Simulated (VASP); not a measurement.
# MoS2 (P6_3/mmc) in VASP: further runs

MoS2 is run at these levels: PBE, PBEsol+D3(BJ); tasks: single point.

Everything below comes from runs of VASP 6.6.1. Logs are shortened: lines on timing, memory, paths and dates and some standing lists are left out, and cuts for length are marked.

**What was measured.**

From “Multiwavelength excitation Raman Scattering Analysis of bulk and 2 dimensional MoS2: Vibrational properties of atomically thin MoS2 layers”, 2015, arxiv:1506.03228, for a bulk crystal of MoS2 at 300 K: band gap 1.3 eV (indirect).

The results are compared with them further down.

## Step 1: The cell of the first run

Symmetry: P6_3/mmc, No. 194, hexagonal system. Conventional cell: a = 3.211 Å, b = 3.211 Å, c = 12.486 Å, α = 90.00°, β = 90.00°, γ = 120.00°. Within 3.2 Å of Mo (site symmetry -6m2) lie 6 S at 2.44 Å. Within 3.2 Å of S (site symmetry 3m) lie 3 Mo at 2.44 Å and 1 S at 3.17 Å.

## Step 2: Single point, PBE

Contents of INCAR:

```
ALGO = Normal
EDIFF = 1E-6
ENCUT = 520
GGA = PE
ISIF = 2
ISMEAR = -1
LASPH = T
LCHARG = F
LREAL = F
LWAVE = F
NBANDS = 35
NELM = 60
PREC = Accurate
SIGMA = 0.05
```

Contents of KPOINTS:

```
k-points
0
Gamma
  10 10 3
```

Contents of POSCAR:

```
MoS2
1.0
    3.2107021507      0.0000000000      0.0000000000
   -1.6053510754      2.7805496265      0.0000000000
    0.0000000000      0.0000000000     12.4861764927
Mo S
2 4
Direct
    0.6666666667      0.3333333333      0.7500000000
    0.3333333333      0.6666666667      0.2500000000
    0.6666666667      0.3333333333      0.3770000000
    0.3333333333      0.6666666667      0.8770000000
    0.6666666667      0.3333333333      0.1230000000
    0.3333333333      0.6666666667      0.6230000000
```

Potentials or basis: VASP PAW PBE potentials, release 64 (Mo_sv, S).

Launch:

```
cat potpaw_PBE.64/Mo_sv/POTCAR potpaw_PBE.64/S/POTCAR > POTCAR
mpirun -np 1 vasp_std > vasp.out
```

OUTCAR:

```text
EDIFF = 1E-6
   ENCUT = 520
   GGA = PE
   ISIF = 2
   ISMEAR = -1
   LASPH = T
   LREAL = F
   NELM = 60
   PREC = Accurate

 ion  position               nearest neighbor table
   1  0.667  0.333  0.750-   4 2.44   6 2.44   4 2.44   6 2.44   4 2.44   6 2.44
   2  0.333  0.667  0.250-   3 2.44   5 2.44   3 2.44   5 2.44   3 2.44   5 2.44
   3  0.667  0.333  0.377-   2 2.44   2 2.44   2 2.44
   4  0.333  0.667  0.877-   1 2.44   1 2.44   1 2.44
   5  0.667  0.333  0.123-   2 2.44   2 2.44   2 2.44
   6  0.333  0.667  0.623-   1 2.44   1 2.44   1 2.44

  LATTYP: Found a hexagonal cell.
 ALAT       =     3.2107021507
 C/A-ratio  =     3.8889239508

  Lattice vectors:

 A1 = (   3.2107021507,   0.0000000000,   0.0000000000)
 A2 = (  -1.6053510754,   2.7805496265,   0.0000000000)
 A3 = (   0.0000000000,   0.0000000000,  12.4861764927)

Analysis of symmetry for initial positions (statically):
=====================================================================
 Subroutine PRICEL returns:
 Original cell was already a primitive cell.

 Routine SETGRP: Setting up the symmetry group for a
 hexagonal supercell.

 Subroutine GETGRP returns: Found 24 space group operations
 (whereof 12 operations were pure point group operations)
 out of a pool of 24 trial point group operations.

The static configuration has the point symmetry D_3d.
 The point group associated with its full space group is D_6h.

Analysis of symmetry for dynamics (positions and initial velocities):
=====================================================================
 Subroutine PRICEL returns:
 Original cell was already a primitive cell.

 Routine SETGRP: Setting up the symmetry group for a
 hexagonal supercell.

 Subroutine GETGRP returns: Found 24 space group operations
 (whereof 12 operations were pure point group operations)
 out of a pool of 24 trial point group operations.

The dynamic configuration has the point symmetry D_3d.
 The point group associated with its full space group is D_6h.

 Subroutine INISYM returns: Found 24 space group operations
 (whereof 12 operations are pure point group operations),
 and found     1 'primitive' translations

----------------------------------------------------------------------------------------

[... 94 lines left out ...]
   ISPIN  =      1    spin polarized calculation?
   LNONCOLLINEAR =      F non collinear calculations
   LSORBIT =      F    spin-orbit coupling
   LASPH  =      T    aspherical Exc in radial PAW
   ENCUT  =  520.0 eV  38.22 Ry    6.18 a.u.   5.97  5.97 23.22*2*pi/ulx,y,z
   NELM   =     60;   NELMIN=  2; NELMDL= -5     # of ELM steps
   EDIFF  = 0.1E-05   stopping-criterion for ELM
   LREAL  =      F    real-space projection
   EDIFFG = 0.1E-04   stopping-criterion for IOM
   NSW    =      0    number of steps for IOM
   IBRION =     -1    ionic relax: 0-MD 1-quasi-New 2-CG
   NFREE  =      0    steps in history (QN), initial steepest desc. (CG)
   ISIF   =      2    stress and relaxation
   ISYM   =      2    0-nonsym 1-usesym 2-fastsym
   POTIM  = 0.5000    time-step for ionic-motion
   TEBEG  =    0.0;   TEEND  =   0.0 temperature during run
   PSTRESS=    0.0 pullay stress
   NELECT =      52.0000    total number of electrons
   NUPDOWN=      -1.0000    fix difference up-down
   EMIN   =  10.00;   EMAX   =-10.00  energy-range for DOS
   EFERMI =   0.00;   METHOD = LEGACY
   ISMEAR =    -1;   SIGMA  =   0.05  broadening in eV -4-tet -1-fermi 0-gaus
   EFERMI_NEDOS =   21; number of points for ismear=-14 and -15
   IALGO  =     38    algorithm
   IMIX   =      4    mixing-type and parameters
     AMIX     =   0.40;   BMIX     =  1.00
     AMIX_MAG =   1.60;   BMIX_MAG =  1.00
  volume/ion in A,a.u.               =      18.58       125.37
  Fermi-wavevector in a.u.,A,eV,Ry     =   1.269665  2.399319 21.933270  1.612050
  Thomas-Fermi vector in A             =   2.402694
   LORBIT       =      0    0 simple, 1 ext, 2 COOP (PROOUT), +10 PAW based schemes
   GGA     = PE    functional components
   LHFCALC =     F    Hartree Fock is set to
   AEXX    =    0.0000 exact exchange contribution
   IVDW    =     0    specifies the selected vdW correction
   LEPSILON=     F    determine dielectric tensor
   LRPA    =     F    only Hartree local field effects (RPA)
 non-spin polarized calculation
  energy-cutoff  :      520.00
  volume of cell :      111.47
 maximum number of plane-waves:      3052
 NGX is ok and might be reduce to    24
   NGX = 11   NGY = 11   NGZ = 47

 number of electron      51.9999999 magnetization

 Free energy of the ion-electron system (eV)
  ---------------------------------------------------
  ext. energy  EPLUGINS =         0.00000000
  ---------------------------------------------------
  free energy    TOTEN  =       -43.59013383 eV

  energy without entropy =      -43.59013199  energy(sigma->0) =      -43.59013291

 E-fermi :   7.3790     XC(G=0): -10.6242

 val. band max:        6.9493258474   @ k =   0.0000   0.0000   0.0000
 cond. band min:       7.9197237559   @ k =   0.2000   0.2000   0.0000
 fundamental gap:      0.9703979085
 Fermi energy:         7.3789667553

 k-point     1 :       0.0000    0.0000    0.0000
  band No.  band energies     occupation
      1     -54.5506      2.00000
      2     -54.5506      2.00000
      3     -28.6638      2.00000
      4     -28.6637      2.00000
      5     -28.4849      2.00000
      6     -28.4849      2.00000
[... 901 lines left out ...]
     34      10.5748      0.00000
     35      12.7728      0.00000

 [... further k-points ...]
[... 5 lines left out ...]
  --------------------------------------------------------------------------------------
  -------------------------------------------------------------------------------------
  Total       -2.4442109     -2.4442109     -2.6342132      0.0000000      0.0000000      0.0000000
  in kB      -35.1308872    -35.1308872    -37.8618099      0.0000000      0.0000000      0.0000000
  external PRESSURE =     -36.0411947 kB  Pullay stress =       0.0000000 kB

 VOLUME and BASIS-vectors are now :
 -----------------------------------------------------------------------------
  energy-cutoff  :      520.00
  volume of cell :      111.47
      direct lattice vectors                 reciprocal lattice vectors
     3.210702151  0.000000000  0.000000000     0.311458352  0.179820563  0.000000000
    -1.605351075  2.780549627  0.000000000     0.000000000  0.359641127  0.000000000
     0.000000000  0.000000000 12.486176493     0.000000000  0.000000000  0.080088568

 POSITION                                       TOTAL-FORCE (eV/Angst)
 -----------------------------------------------------------------------------------
      1.60535      0.92685      9.36463         0.000000      0.000000     -0.000000
     -0.00000      1.85370      3.12154        -0.000000     -0.000000     -0.000000
      1.60535      0.92685      4.70729         0.000000     -0.000000     -0.661697
     -0.00000      1.85370     10.95038        -0.000000      0.000000     -0.661697
      1.60535      0.92685      1.53580         0.000000     -0.000000      0.661697
     -0.00000      1.85370      7.77889         0.000000      0.000000      0.661697
 -----------------------------------------------------------------------------------
    total drift:                               -0.000000      0.000000     -0.000000

  FREE ENERGIE OF THE ION-ELECTRON SYSTEM (eV)
  ---------------------------------------------------
  free  energy   TOTEN  =       -43.5901338312 eV

  energy  without entropy=      -43.5901319917  energy(sigma->0) =      -43.59013291
```

OSZICAR:

```text
N       E                     dE             d eps       ncg     rms          rms(c)
DAV:   1     0.434994588751E+03    0.43499E+03   -0.29305E+04  2176   0.140E+03
DAV:   2    -0.237050451530E+02   -0.45870E+03   -0.44267E+03  2382   0.363E+02
DAV:   3    -0.462856729466E+02   -0.22581E+02   -0.22157E+02  2404   0.727E+01
DAV:   4    -0.467269278298E+02   -0.44125E+00   -0.44022E+00  2335   0.103E+01
DAV:   5    -0.467355273173E+02   -0.85995E-02   -0.85982E-02  2334   0.147E+00    0.310E+01
DAV:   6    -0.445789938913E+02    0.21565E+01   -0.14006E+01  2125   0.236E+01    0.125E+01
DAV:   7    -0.439880781887E+02    0.59092E+00   -0.67620E+00  2104   0.158E+01    0.759E+00
DAV:   8    -0.435893725853E+02    0.39871E+00   -0.92684E-01  2128   0.637E+00    0.285E+00
DAV:   9    -0.435993635497E+02   -0.99910E-02   -0.11383E-01  2268   0.168E+00    0.123E+00
DAV:  10    -0.435901930289E+02    0.91705E-02   -0.35287E-02  2172   0.128E+00    0.432E-01
DAV:  11    -0.435903384843E+02   -0.14546E-03   -0.22056E-03  2146   0.249E-01    0.249E-01
DAV:  12    -0.435901380266E+02    0.20046E-03   -0.51499E-04  2188   0.131E-01    0.106E-01
DAV:  13    -0.435901290548E+02    0.89718E-05   -0.18892E-04  2309   0.728E-02    0.107E-02
DAV:  14    -0.435901330234E+02   -0.39686E-05   -0.11196E-05  1899   0.167E-02    0.173E-02
DAV:  15    -0.435901338312E+02   -0.80784E-06   -0.89127E-07  1602   0.495E-03
   1 F= -.43590134E+02 E0= -.43590133E+02  d E =-.183946E-05
```

Wall time 55 s (1 thread of Intel Xeon 6975P-C (Granite Rapids), shared host); peak memory 0.25 GiB.

Results:

- Free energy: -43.5901 eV
- Pressure: -3.6 GPa
- Largest force: 0.662 eV/Å
- Band gap on the k mesh: 0.97 eV, indirect (least direct gap 1.77 eV)

Forces on the atoms (eV/Å):
```
Mo   0.000  0.000  0.000
Mo   0.000  0.000  0.000
S    0.000  0.000 -0.662
S    0.000  0.000 -0.662
S    0.000  0.000  0.662
S    0.000  0.000  0.662
```

Caveat: this functional lacks dispersion, which binds the layers, so the pressure and a relaxed spacing across them are unreliable.

## Step 3: Single point, PBE

This run uses another cell than the first one, of 18.94 Å³/atom, 1.019 times its volume.

Contents of INCAR:

```
SYSTEM = MoS2
  PREC = Accurate
  ENCUT = 520
  EDIFF = 1E-6
  ISMEAR = -1
  SIGMA = 0.05
  LREAL = .FALSE.
  LASPH = .TRUE.
  NELM = 100
  ALGO = Normal
  ISIF = 2
  LWAVE = .FALSE.
  LCHARG = .FALSE.
  GGA = PE
  NBANDS = 35
```

Contents of KPOINTS:

```
Automatic mesh
0
G
  10 10 3
  0 0 0
```

Edit POSCAR of step 2 so:

```diff
@@ -2,5 +2,5 @@
 1.0
-    3.2107021507      0.0000000000      0.0000000000
-   -1.6053510754      2.7805496265      0.0000000000
-    0.0000000000      0.0000000000     12.4861764927
+    3.2311530343      0.0000000000      0.0000000000
+   -1.6155765171      2.7982606112      0.0000000000
+    0.0000000000      0.0000000000     12.5657084235
 Mo S
```

Potentials or basis: VASP PAW PBE potentials, release 64 (Mo_sv, S).

Launch:

```
cat potpaw_PBE.64/Mo_sv/POTCAR potpaw_PBE.64/S/POTCAR > POTCAR
mpirun -np 1 vasp_std > vasp.out
```

Wall time 54 s (1 thread of Intel Xeon 6975P-C (Granite Rapids), shared host); peak memory 0.26 GiB.

Results (log left out):

| Quantity | Value |
| --- | --- |
| Free energy | -43.5271 eV |
| Pressure | -5.9 GPa |
| Largest force | 0.921 eV/Å |
| Band gap on the k mesh | 0.98 eV, indirect (least direct gap 1.73 eV) |

Forces in eV/Å, atoms in the order of the input:
```
Mo   0.000  0.000  0.000
Mo   0.000  0.000  0.000
S    0.000  0.000 -0.921
S    0.000  0.000 -0.921
S    0.000  0.000  0.921
S    0.000  0.000  0.921
```

Stress tensor (GPa, compression positive):
```
-5.74  0.00  0.00
 0.00 -5.74  0.00
 0.00  0.00 -6.29
```

Levels at points of the mesh, in eV from the valence-band top:
```
           k point  band 24  band 25  band 26  band 27  band 28  band 29
(0.00, 0.00, 0.00)    -1.13    -0.95     0.00     2.03     2.03     2.06
(0.50, 0.00, 0.00)    -1.45    -1.24    -1.13     1.53     1.57     1.91
```

Caveat: this functional lacks dispersion, which binds the layers, so the pressure and a relaxed spacing across them are unreliable.

## Step 4: Single point, PBEsol+D3(BJ)

This run uses another cell than the first one, of 16.33 Å³/atom, 0.879 times its volume.

Contents of INCAR:

```
SYSTEM = MoS2
PREC = Accurate ; ENCUT = 520
EDIFF = 1E-6 ; ISMEAR = -1
SIGMA = 0.05 ; LREAL = .FALSE.
LASPH = .TRUE. ; NELM = 100
ALGO = Normal ; ISIF = 2
LWAVE = .FALSE. ; LCHARG = .FALSE.
GGA = PS ; IVDW = 12
NBANDS = 35
```

Contents of KPOINTS:

```
regular mesh
0
G
  10 10 3
  0 0 0
```

Contents of POSCAR:

```
MoS2
1.0
    3.1089581103      0.0000000000      0.0000000000
   -1.5544790551      2.6924367028      0.0000000000
    0.0000000000      0.0000000000     11.7080479447
Mo S
2 4
Direct
    0.6666666667      0.3333333333      0.7500000000
    0.3333333333      0.6666666667      0.2500000000
    0.6666666667      0.3333333333      0.3835191921
    0.3333333333      0.6666666667      0.8835191921
    0.6666666667      0.3333333333      0.1164808079
    0.3333333333      0.6666666667      0.6164808079
```

Launch:

```
cat potpaw_PBE.64/Mo_sv/POTCAR potpaw_PBE.64/S/POTCAR > POTCAR
mpirun -np 1 vasp_std > vasp.out
```

Run time: 40 s. Hardware: 1 thread of Intel Xeon 6975P-C (Granite Rapids), shared host; peak memory 0.26 GiB.

It converged, with:

| Item | Value |
| --- | --- |
| Free energy | -49.2192 eV |
| Pressure | 0.0 GPa |
| Band gap on the k mesh | 0.59 eV, indirect (least direct gap 1.98 eV) |
| Dispersion energy per atom | -0.402 eV |

Forces on the atoms (eV/Å):
```
Mo   0.000  0.000  0.000
Mo   0.000  0.000  0.000
S    0.000  0.000 -0.003
S    0.000  0.000 -0.003
S    0.000  0.000  0.003
S    0.000  0.000  0.003
```

Levels at points of the mesh, in eV from the valence-band top:
| k point | band 22 | band 23 | band 24 | band 25 | band 26 | band 27 | band 28 | band 29 | band 30 | band 31 |
| --- | --- | --- | --- | --- | --- | --- | --- | --- | --- | --- |
| (0.00, 0.00, 0.00) | -2.25 | -2.25 | -1.59 | -0.96 | 0.00 | 2.05 | 2.05 | 2.10 | 2.10 | 2.16 |
| (0.50, 0.00, 0.00) | -2.71 | -1.93 | -1.72 | -1.54 | -1.51 | 1.62 | 1.70 | 1.92 | 2.37 | 2.70 |

Caveat: the PAW data sets were made with another functional, which shifts forces and pressure a little.

## Step 5: Single point, PBEsol+D3(BJ)

This run uses another cell than the first one, of 16.51 Å³/atom, 0.889 times its volume.

Contents of INCAR:

```
SYSTEM = MoS2
ALGO = Normal
EDIFF = 1E-6
ENCUT = 520
GGA = PS
ISIF = 2
ISMEAR = -1
IVDW = 12
LASPH = .TRUE.
LCHARG = .FALSE.
LREAL = .FALSE.
LWAVE = .FALSE.
NBANDS = 35
NELM = 60
PREC = Accurate
SIGMA = 0.05
```

Contents of KPOINTS:

```
k-points
0
G
  10 10 3
  0 0 0
```

Contents of POSCAR:

```
MoS2
1.0
    3.1147454918      0.0000000000      0.0000000000
   -1.5573727459      2.6974487223      0.0000000000
    0.0000000000      0.0000000000     11.7932681975
Mo S
2 4
Direct
    0.6666666667      0.3333333333      0.7500000000
    0.3333333333      0.6666666667      0.2500000000
    0.6666666667      0.3333333333      0.3825234751
    0.3333333333      0.6666666667      0.8825234751
    0.6666666667      0.3333333333      0.1174765249
    0.3333333333      0.6666666667      0.6174765249
```

Launch:

```
cat potpaw_PBE.64/Mo_sv/POTCAR potpaw_PBE.64/S/POTCAR > POTCAR
mpirun -np 1 vasp_std > vasp.out
```

Run time: 44 s. Hardware: 1 thread of Intel Xeon 6975P-C (Granite Rapids), shared host; peak memory 0.26 GiB.

The run converged. Its results:

```yaml
Free_energy: -49.2174 eV
Pressure: -0.7 GPa
Largest_force: 0.006 eV/Å
Band_gap_on_the_k_mesh: 0.64 eV, indirect (least direct gap 1.97 eV)
Dispersion_energy_per_atom: -0.398 eV
```

Forces in eV/Å, atoms in the order of the input:
```
Mo   0.000  0.000  0.000
Mo   0.000  0.000  0.000
S    0.000  0.000 -0.006
S    0.000  0.000 -0.006
S    0.000  0.000  0.006
S    0.000  0.000  0.006
```

Stress tensor (GPa, compression positive):
```
-0.71  0.00  0.00
 0.00 -0.71  0.00
 0.00  0.00 -0.80
```

Levels at points of the mesh, in eV from the valence-band top:
```tsv
k point	band 22	band 23	band 24	band 25	band 26	band 27	band 28	band 29	band 30	band 31
(0.00, 0.00, 0.00)	-2.22	-2.22	-1.53	-1.00	0.00	2.07	2.07	2.12	2.12	2.20
(0.50, 0.00, 0.00)	-2.68	-1.88	-1.67	-1.53	-1.48	1.63	1.71	1.95	2.37	2.73
```

Caveat: three body term missing; the PAW data sets were made with another functional, which shifts forces and pressure a little.

## Step 6: Summary

```csv
level,cell,gap on the mesh (eV),pressure (GPa),largest force (eV/Å)
PBE,"a = 3.211, b = 3.211, c = 12.486 Å, angles 90.0, 90.0, 120.0°, 6 atoms",0.97,-3.6,0.66
PBE,"a = 3.231, b = 3.231, c = 12.566 Å, angles 90.0, 90.0, 120.0°, 6 atoms",0.98,-5.9,0.92
PBEsol+D3(BJ),"a = 3.109, b = 3.109, c = 11.708 Å, angles 90.0, 90.0, 120.0°, 6 atoms",0.59,0.0,-
PBEsol+D3(BJ),"a = 3.115, b = 3.115, c = 11.793 Å, angles 90.0, 90.0, 120.0°, 6 atoms",0.64,-0.7,0.01
```

Alike in all rows: task single point; potentials or basis VASP PAW PBE potentials, release 64 (Mo_sv, S); no spin polarisation; k mesh 10 × 10 × 3; cutoff (eV) 520; smearing fermi-dirac 0.05 eV.

Caveats: this functional lacks dispersion, which binds the layers, so the pressure and a relaxed spacing across them are unreliable (some runs); the PAW data sets were made with another functional, which shifts forces and pressure a little (some runs); three body term missing (some runs).

Total energies depend on the potentials used, so only differences within one code and one set of settings carry meaning.

## Step 7: Comparison with measurements

Step 4. A measured gap of MoS2 is 1.3 eV (indirect; 300 K; “Multiwavelength excitation Raman Scattering Analysis of bulk and 2 dimensional MoS2: Vibrational properties of atomically thin MoS2 layers”, 2015, arxiv:1506.03228); the calculated 0.59 eV misses it by -0.71 eV. Spin-orbit coupling on Mo is left out. The value is that of PBEsol+D3(BJ) on a finite k mesh, which can miss the band edges, without temperature or zero-point motion. Semilocal functionals fall short of measured gaps as a rule.

Step 5. Against the measured gap of MoS2, 1.3 eV (indirect; 300 K; “Multiwavelength excitation Raman Scattering Analysis of bulk and 2 dimensional MoS2: Vibrational properties of atomically thin MoS2 layers”, 2015, arxiv:1506.03228), the calculated 0.64 eV is off by -0.66 eV. Spin-orbit coupling on Mo is left out. The value is that of PBEsol+D3(BJ) on a finite k mesh, which can miss the band edges, without temperature or zero-point motion. Semilocal functionals fall short of measured gaps as a rule.
